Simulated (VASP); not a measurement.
# Si2Mo (I4/mmm) in VASP: a series of runs

Si2Mo is run at these levels: PBE; tasks: single point.

All numbers are computed with VASP 6.6.1; they aren't measurements. Logs are shortened: lines on timing, memory, paths and dates and some standing lists are left out, and cuts for length are marked.

## Step 1: The cell of the first run

The structure is tetragonal, space group I4/mmm (No. 139). The conventional cell has a = 3.200 Å, b = 3.200 Å, c = 7.940 Å, α = 90.00°, β = 90.00°, γ = 90.00°. Within 3.4 Å of Si (site symmetry 4mm) lie 5 Mo at 2.61 to 2.66 Å and 9 Si at 2.62 to 3.20 Å. Within 3.4 Å of Mo (site symmetry 4/mmm) lie 10 Si at 2.61 to 2.66 Å and 4 Mo at 3.20 Å.

## Step 2: Single point, PBE (z stretched by +1 %, then relaxed in part)

INCAR reads:

```
ALGO = Normal
EDIFF = 1E-6
ENCUT = 520
GGA = PE
ISIF = 2
ISMEAR = -1
LASPH = True
LCHARG = False
LREAL = False
LWAVE = False
NBANDS = 18
NELM = 60
PREC = Accurate
SIGMA = 0.05
```

KPOINTS reads:

```
k-points
0
Gamma
  20 20 20
```

POSCAR reads:

```
Si2Mo
1.0
   -1.6000000000      1.6000000000      3.9698050000
    1.6000000000     -1.6000000000      3.9698050000
    1.6000000000      1.6000000000     -3.9698050000
Si Mo
2 1
Direct
    0.3351436047      0.3351436047      0.0000000000
    0.6648563953      0.6648563953      0.0000000000
    0.0000000000      0.0000000000      0.0000000000
```

Potentials or basis: VASP PAW PBE potentials, release 64 (Si, Mo_sv).

Run with:

```sh
cat potpaw_PBE.64/Si/POTCAR potpaw_PBE.64/Mo_sv/POTCAR > POTCAR
mpirun -np 1 vasp_std > vasp.out
```

OUTCAR:

```text
EDIFF = 1E-6
   ENCUT = 520
   GGA = PE
   ISIF = 2
   ISMEAR = -1
   LASPH = True
   LREAL = False
   NELM = 60
   PREC = Accurate

 ion  position               nearest neighbor table
   1  0.335  0.335  0.000-   3 2.61   3 2.61   3 2.61   3 2.61   2 2.62   2 2.64   2 2.64   2 2.64
                             2 2.64   3 2.66
   2  0.665  0.665  0.000-   3 2.61   3 2.61   3 2.61   3 2.61   1 2.62   1 2.64   1 2.64   1 2.64
                             1 2.64   3 2.66
   3  0.000  0.000  0.000-   2 2.61   2 2.61   2 2.61   1 2.61   2 2.61   1 2.61   1 2.61   1 2.61
                             1 2.66   2 2.66

  LATTYP: Found a body centered tetragonal cell.
 ALAT       =     3.2000000000
 C/A-ratio  =     2.4811281250

  Lattice vectors:

 A1 = (  -1.6000000000,   1.6000000000,   3.9698050000)
 A2 = (   1.6000000000,  -1.6000000000,   3.9698050000)
 A3 = (   1.6000000000,   1.6000000000,  -3.9698050000)

Analysis of symmetry for initial positions (statically):
=====================================================================
 Subroutine PRICEL returns:
 Original cell was already a primitive cell.

 Routine SETGRP: Setting up the symmetry group for a
 body centered tetragonal supercell.

 Subroutine GETGRP returns: Found 16 space group operations
 (whereof 16 operations were pure point group operations)
 out of a pool of 16 trial point group operations.

The static configuration has the point symmetry D_4h.

Analysis of symmetry for dynamics (positions and initial velocities):
=====================================================================
 Subroutine PRICEL returns:
 Original cell was already a primitive cell.

 Routine SETGRP: Setting up the symmetry group for a
 body centered tetragonal supercell.

 Subroutine GETGRP returns: Found 16 space group operations
 (whereof 16 operations were pure point group operations)
 out of a pool of 16 trial point group operations.

The dynamic configuration has the point symmetry D_4h.

 Subroutine INISYM returns: Found 16 space group operations
 (whereof 16 operations are pure point group operations),
 and found     1 'primitive' translations

----------------------------------------------------------------------------------------

                                     Primitive cell

  volume of cell :      40.6508

  direct lattice vectors                    reciprocal lattice vectors
    -1.600000000  1.600000000  3.969805000     0.000000000  0.312500000  0.125950771
     1.600000000 -1.600000000  3.969805000     0.312500000  0.000000000  0.125950771
     1.600000000  1.600000000 -3.969805000     0.312500000  0.312500000  0.000000000

  length of vectors
     4.569392929  4.569392929  4.569392929     0.336927064  0.336927064  0.441941738

  position of ions in fractional coordinates (direct lattice)
     0.335143605  0.335143605  0.000000000
     0.664856395  0.664856395  0.000000000
     0.000000000  0.000000000  0.000000000

  ion indices of the primitive-cell ions
   primitive index   ion index
                 1           1
                 2           2
                 3           3

----------------------------------------------------------------------------------------

 KPOINTS: k-points

Automatic generation of k-mesh.
 Grid dimensions read from file:
 generate k-points for:   20   20   20

 Generating k-lattice:

  Cartesian coordinates                     Fractional coordinates (reciprocal lattice)
     0.000000000  0.015625000  0.006297539     0.050000000  0.000000000 -0.000000000
     0.015625000  0.000000000  0.006297539     0.000000000  0.050000000 -0.000000000
     0.015625000  0.015625000  0.000000000     0.000000000  0.000000000  0.050000000

  Length of vectors
     0.016846353  0.016846353  0.022097087

  Shift w.r.t. Gamma in fractional coordinates (k-lattice)
     0.000000000  0.000000000  0.000000000

 Subroutine IBZKPT returns following result:
 ===========================================

 Found    641 irreducible k-points:

 Following reciprocal coordinates:
            Coordinates               Weight
  0.000000  0.000000  0.000000      1.000000
  0.050000  0.000000 -0.000000      8.000000
  0.100000  0.000000 -0.000000      8.000000
  0.150000  0.000000 -0.000000      8.000000
  0.200000  0.000000 -0.000000      8.000000
  0.250000  0.000000 -0.000000      8.000000
[... 16 lines left out ...]
 -0.400000  0.050000  0.000000     16.000000
 -0.350000  0.050000  0.000000     16.000000
 [... further k-points ...]
   k-points           NKPTS =    641   k-points in BZ     NKDIM =    641   number of bands    NBANDS=     18
   number of dos      NEDOS =    301   number of ions     NIONS =      3
   total plane-waves  NPLWV =  46656
   dimension x,y,z NGX =    36 NGY =   36 NGZ =   36
   dimension x,y,z NGXF=    72 NGYF=   72 NGZF=   72
   ions per type =               2   1
   NGX,Y,Z   is equivalent  to a cutoff of  13.10, 13.10, 13.10 a.u.
   NGXF,Y,Z  is equivalent  to a cutoff of  26.20, 26.20, 26.20 a.u.
 SYSTEM =  unknown system
   PREC   = accura    normal or accurate (medium, high low for compatibility)
   ISTART =      0    job   : 0-new  1-cont  2-samecut
   ICHARG =      2    charge: 1-file 2-atom 10-const
   ISPIN  =      1    spin polarized calculation?
   LNONCOLLINEAR =      F non collinear calculations
   LSORBIT =      F    spin-orbit coupling
   LASPH  =      T    aspherical Exc in radial PAW
   ENCUT  =  520.0 eV  38.22 Ry    6.18 a.u.   8.50  8.50  8.50*2*pi/ulx,y,z
   NELM   =     60;   NELMIN=  2; NELMDL= -5     # of ELM steps
   EDIFF  = 0.1E-05   stopping-criterion for ELM
   LREAL  =      F    real-space projection
   EDIFFG = 0.1E-04   stopping-criterion for IOM
   NSW    =      0    number of steps for IOM
   IBRION =     -1    ionic relax: 0-MD 1-quasi-New 2-CG
   NFREE  =      0    steps in history (QN), initial steepest desc. (CG)
   ISIF   =      2    stress and relaxation
   ISYM   =      2    0-nonsym 1-usesym 2-fastsym
   POTIM  = 0.5000    time-step for ionic-motion
   TEBEG  =    0.0;   TEEND  =   0.0 temperature during run
   PSTRESS=    0.0 pullay stress
   NELECT =      22.0000    total number of electrons
   NUPDOWN=      -1.0000    fix difference up-down
   EMIN   =  10.00;   EMAX   =-10.00  energy-range for DOS
   EFERMI =   0.00;   METHOD = LEGACY
   ISMEAR =    -1;   SIGMA  =   0.05  broadening in eV -4-tet -1-fermi 0-gaus
   EFERMI_NEDOS =   21; number of points for ismear=-14 and -15
   IALGO  =     38    algorithm
   IMIX   =      4    mixing-type and parameters
     AMIX     =   0.40;   BMIX     =  1.00
     AMIX_MAG =   1.60;   BMIX_MAG =  1.00
  volume/ion in A,a.u.               =      13.55        91.44
  Fermi-wavevector in a.u.,A,eV,Ry     =   1.334113  2.521108 24.216439  1.779858
  Thomas-Fermi vector in A             =   2.462920
   LORBIT       =      0    0 simple, 1 ext, 2 COOP (PROOUT), +10 PAW based schemes
   GGA     = PE    functional components
   LHFCALC =     F    Hartree Fock is set to
   AEXX    =    0.0000 exact exchange contribution
   IVDW    =     0    specifies the selected vdW correction
   LEPSILON=     F    determine dielectric tensor
   LRPA    =     F    only Hartree local field effects (RPA)
 non-spin polarized calculation
  energy-cutoff  :      520.00
  volume of cell :       40.65
 maximum number of plane-waves:      1120
 NGX is ok and might be reduce to    36
   NGX = 17   NGY = 17   NGZ = 17

 number of electron      22.0000000 magnetization

 Free energy of the ion-electron system (eV)
  ---------------------------------------------------
  ext. energy  EPLUGINS =         0.00000000
  ---------------------------------------------------
  free energy    TOTEN  =       -23.25652964 eV

  energy without entropy =      -23.25448715  energy(sigma->0) =      -23.25550840

 E-fermi :  12.1310     XC(G=0): -12.3805

 val. band max:       12.1203349979   @ k =  -0.4500   0.4500   0.3500
 cond. band min:      12.1411197065   @ k =   0.5000   0.5000   0.3000
 fundamental gap:      0.0207847086
 Fermi energy:        12.1310486481

 k-point     1 :       0.0000    0.0000    0.0000
  band No.  band energies     occupation
      1     -48.6209      2.00000
      2     -22.7734      2.00000
      3     -22.6854      2.00000
      4     -22.6854      2.00000
      5      -1.2389      2.00000
      6       5.7641      2.00000
[... 10 lines left out ...]
     17      17.1202      0.00000
     18      17.1202      0.00000

 k-point     2 :       0.0500    0.0000   -0.0000
  band No.  band energies     occupation
      1     -48.6205      2.00000
      2     -22.7729      2.00000
      3     -22.6917      2.00000
      4     -22.6848      2.00000
      5      -1.1935      2.00000
      6       5.7662      2.00000
[... 10 lines left out ...]
     17      17.1549      0.00000
     18      17.4497      0.00000

 k-point     3 :       0.1000    0.0000   -0.0000
  band No.  band energies     occupation
      1     -48.6192      2.00000
      2     -22.7714      2.00000
      3     -22.7102      2.00000
      4     -22.6831      2.00000
      5      -1.0583      2.00000
      6       5.7654      2.00000
[... 10 lines left out ...]
     17      17.3172      0.00000
     18      18.1757      0.00000

 k-point     4 :       0.1500    0.0000   -0.0000
  band No.  band energies     occupation
      1     -48.6172      2.00000
      2     -22.7692      2.00000
      3     -22.7388      2.00000
      4     -22.6804      2.00000
      5      -0.8357      2.00000
      6       5.7379      2.00000
[... 10 lines left out ...]
     17      17.7349      0.00000
     18      19.0877      0.00000

 k-point     5 :       0.2000    0.0000   -0.0000
  band No.  band energies     occupation
      1     -48.6146      2.00000
      2     -22.7750      2.00000
      3     -22.7659      2.00000
      4     -22.6770      2.00000
      5      -0.5298      2.00000
      6       5.6343      2.00000
[... 10 lines left out ...]
     17      18.3552      0.00000
     18      20.1101      0.00000

 k-point     6 :       0.2500    0.0000   -0.0000
  band No.  band energies     occupation
      1     -48.6117      2.00000
      2     -22.8143      2.00000
      3     -22.7629      2.00000
      4     -22.6733      2.00000
      5      -0.1463      2.00000
      6       5.3915      2.00000
[... 10 lines left out ...]
     17      18.9513      0.00000
     18      21.1191      0.00000

 k-point     7 :       0.3000    0.0000   -0.0000
  band No.  band energies     occupation
      1     -48.6089      2.00000
      2     -22.8535      2.00000
      3     -22.7597      2.00000
      4     -22.6695      2.00000
      5       0.3079      2.00000
      6       4.9920      2.00000
[... 10 lines left out ...]
     17      19.1799      0.00000
     18      21.1041      0.00000

 k-point     8 :       0.3500    0.0000   -0.0000
  band No.  band energies     occupation
      1     -48.6063      2.00000
      2     -22.8886      2.00000
      3     -22.7567      2.00000
      4     -22.6662      2.00000
      5       0.8242      2.00000
      6       4.4775      2.00000
[... 10 lines left out ...]
     17      18.9588      0.00000
     18      21.0040      0.00000
[... 229 lines left out ...]
     17      18.7867      0.00000
     18      20.3484      0.00000

 k-point    20 :       0.4500    0.0500   -0.0000
  band No.  band energies     occupation
      1     -48.6025      2.00000
      2     -22.9332      2.00000
      3     -22.7525      2.00000
      4     -22.6677      2.00000
      5       2.0995      2.00000
      6       3.2274      2.00000
[... 10 lines left out ...]
     17      18.7796      0.00000
     18      19.7262      0.00000

 k-point    21 :       0.5000    0.0500   -0.0000
  band No.  band energies     occupation
      1     -48.6021      2.00000
      2     -22.9393      2.00000
      3     -22.7517      2.00000
      4     -22.6671      2.00000
      5       2.5882      2.00000
      6       2.7278      2.00000
[... 10 lines left out ...]
     17      18.9286      0.00000
     18      19.4617      0.00000

 k-point    22 :      -0.4500    0.0500    0.0000
  band No.  band energies     occupation
      1     -48.6025      2.00000
      2     -22.9332      2.00000
      3     -22.7520      2.00000
      4     -22.6677      2.00000
      5       1.9585      2.00000
      6       3.3597      2.00000
[... 10 lines left out ...]
     17      18.9611      0.00000
     18      19.8759      0.00000

 k-point    23 :      -0.4000    0.0500    0.0000
  band No.  band energies     occupation
      1     -48.6039      2.00000
      2     -22.9154      2.00000
      3     -22.7533      2.00000
      4     -22.6694      2.00000
      5       1.3535      2.00000
      6       3.9853      2.00000
[... 10 lines left out ...]
     17      19.0285      0.00000
     18      20.6401      0.00000

 k-point    24 :      -0.3500    0.0500    0.0000
  band No.  band energies     occupation
      1     -48.6059      2.00000
      2     -22.8877      2.00000
      3     -22.7555      2.00000
      4     -22.6722      2.00000
      5       0.7904      2.00000
      6       4.5872      2.00000
[... 10 lines left out ...]
     17      19.1269      0.00000
     18      20.8274      0.00000

 [... further k-points ...]
[... 5 lines left out ...]
  --------------------------------------------------------------------------------------
  -------------------------------------------------------------------------------------
  Total        0.5339784      0.5339784     -0.7567575      0.0000000      0.0000000      0.0000000
  in kB       21.0457875     21.0457875    -29.8262192      0.0000000      0.0000000      0.0000000
  external PRESSURE =       4.0884520 kB  Pullay stress =       0.0000000 kB

 VOLUME and BASIS-vectors are now :
 -----------------------------------------------------------------------------
  energy-cutoff  :      520.00
  volume of cell :       40.65
      direct lattice vectors                 reciprocal lattice vectors
    -1.600000000  1.600000000  3.969805000     0.000000000  0.312500000  0.125950771
     1.600000000 -1.600000000  3.969805000     0.312500000  0.000000000  0.125950771
     1.600000000  1.600000000 -3.969805000     0.312500000  0.312500000  0.000000000

 POSITION                                       TOTAL-FORCE (eV/Angst)
 -----------------------------------------------------------------------------------
      0.00000      0.00000      2.66091         0.000000      0.000000      0.002189
      0.00000      0.00000      5.27870        -0.000000     -0.000000     -0.002189
      0.00000      0.00000      0.00000         0.000000      0.000000      0.000000
 -----------------------------------------------------------------------------------
    total drift:                                0.000000     -0.000000      0.000000

  FREE ENERGIE OF THE ION-ELECTRON SYSTEM (eV)
  ---------------------------------------------------
  free  energy   TOTEN  =       -23.2565296372 eV

  energy  without entropy=      -23.2544871530  energy(sigma->0) =      -23.25550840
```

Run time: 13 min. Hardware: 1 thread of Oxide Virtual Turin-like, shared host; peak memory 0.52 GiB.

What came out:

```
Free energy            : -23.2565 eV
Pressure               : 0.4 GPa
Band gap on the k mesh : zero (bands 11 and 12 overlap by 0.92 eV)
```

Forces in eV/Å, atoms in the order of the input:
```
Si   0.000  0.000  0.002
Si   0.000  0.000 -0.002
Mo   0.000  0.000  0.000
```

Caveat: the cell differs from its parent crystal (z stretched by +1 %, then relaxed in part); the stress differs along the axes, from -3 to 2 GPa.

## Step 3: Single point, PBE (z stretched by -2 %, then relaxed in part)

INCAR reads:

```
SYSTEM = Si2Mo
ALGO = Normal ; EDIFF = 1E-6
ENCUT = 520 ; GGA = PE
ISIF = 2 ; ISMEAR = -1
LASPH = .True. ; LCHARG = .True.
LELF = .True. ; LREAL = .False.
LVHAR = .True. ; LWAVE = .False.
NBANDS = 18 ; NELM = 80
PREC = Accurate ; SIGMA = 0.05
```

KPOINTS reads:

```
k-points
0
Gamma
  20 20 20
  0 0 0
```

POSCAR reads:

```
Si2Mo
1.0
   -1.6000000000      1.6000000000      3.8518900000
    1.6000000000     -1.6000000000      3.8518900000
    1.6000000000      1.6000000000     -3.8518900000
Si Mo
2 1
Direct
    0.3346559980      0.3346559980      0.0000000000
    0.6653440020      0.6653440020      0.0000000000
    0.0000000000      0.0000000000      0.0000000000
```

Potentials or basis: VASP PAW PBE potentials, release 64 (Si, Mo_sv).

Run with:

```sh
cat potpaw_PBE.64/Si/POTCAR potpaw_PBE.64/Mo_sv/POTCAR > POTCAR
mpirun -np 1 vasp_std > vasp.out
```

It took 17 min on 1 thread of Oxide Virtual Turin-like, shared host; peak memory 0.5 GiB.

It converged, with:

- Free energy: -23.2214 eV
- Pressure: 7.7 GPa
- Largest force: 0.015 eV/Å
- Band gap on the k mesh: zero (bands 11 and 12 overlap by 1.00 eV)

Forces in eV/Å, atoms in the order of the input:
```
Si   0.000  0.000 -0.015
Si   0.000  0.000  0.015
Mo   0.000  0.000  0.000
```

Stress tensor (GPa, compression positive):
```
 5.08  0.00  0.00
 0.00  5.08  0.00
 0.00  0.00 12.98
```

Levels at points of the mesh, in eV from the Fermi level:
| k point | band 7 | band 8 | band 9 | band 10 | band 11 | band 12 | band 13 | band 14 | band 15 | band 16 |
| --- | --- | --- | --- | --- | --- | --- | --- | --- | --- | --- |
| (0.00, 0.00, 0.00) | -3.11 | -3.06 | -2.71 | -2.71 | 0.34 | 3.15 | 3.22 | 3.51 | 3.51 | 4.30 |
| (0.50, 0.00, 0.00) | -4.92 | -4.47 | -2.66 | -2.56 | -0.53 | 2.31 | 3.07 | 4.35 | 4.49 | 5.47 |
| (0.50, 0.50, 0.00) | -5.71 | -5.16 | -4.50 | -2.97 | -1.18 | 2.35 | 2.87 | 3.43 | 3.62 | 4.89 |
| (0.50, 0.50, 0.50) | -3.59 | -2.23 | -0.56 | -0.56 | -0.53 | -0.53 | 0.50 | 5.16 | 5.50 | 6.15 |

Caveat: the cell differs from its parent crystal (z stretched by -2 %, then relaxed in part); the stress differs along the axes, from 5 to 13 GPa.

The gap in the log of VASP goes by the Fermi energy; the results here count the filled bands.